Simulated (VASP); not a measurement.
Crystal: TlAgS2.

```xyz
4
Lattice="3.9642 0.0000 0.0000 0.0000 3.9642 0.0000 0.0000 0.0000 5.6062" Properties=species:S:1:pos:R:3 pbc="T T T"
Ag    0.0000    0.0000    0.0000
S     0.0000    1.9821    1.4015
S     1.9821    0.0000    4.2046
Tl    1.9821    1.9821    2.8031
```

| Property | Result |
| --- | --- |
| Program | VASP 6.6.1 |
| Task | relaxation of cell and atoms |
| Functional | PBE |
| Potentials or basis | VASP PAW PBE potentials, release 64 (Ag, S, Tl_d) |
| Cutoff | 600 eV |
| k mesh | 6 × 6 × 4 |
| Occupations | fermi-dirac, width 0.02 eV |
| Spin | no spin polarisation |

At the start: pressure 14.3 GPa; volume 22.02 Å³/atom.

How do energy, volume and symmetry change on relaxing?

Over 9 steps the energy falls by 173.7 meV/atom and the volume is 26.42 Å³/atom (+20.0 %); space group P-4m2 (No. 115, to 0.1 Å) before and after.

The path:
```tsv
step	energy change (eV)	largest force (eV/Å)	pressure (GPa)	volume (Å³)
1	0.0000	0.9197	14.30	88.10
2	-0.5791	0.0467	-3.41	115.61
3	-0.6913	0.1478	0.01	105.88
4	-0.6912	0.1379	-0.17	106.25
5	-0.6931	0.0916	-0.14	106.11
6	-0.6947	0.0158	-0.08	105.89
7	-0.6947	0.0062	-0.06	105.82
8	-0.6948	0.0004	0.03	105.62
9	-0.6948	0.0022	0.00	105.68
```

Final structure:
```yaml
crystal:
  lattice:
    - [4.19842, 0.00000, 0.00000]
    - [0.00000, 4.19842, 0.00000]
    - [0.00000, 0.00000, 5.99539]
  atoms:
    - { symbol: Ag, position: [0.00000, 0.00000, 0.00000] }
    - { symbol: S, position: [0.00000, 0.50000, 0.24104] }
    - { symbol: S, position: [0.50000, 0.00000, 0.75896] }
    - { symbol: Tl, position: [0.50000, 0.50000, 0.50000] }
```

Caveat: the volume moved by over 15 % at a fixed basis, so the end points are rough.
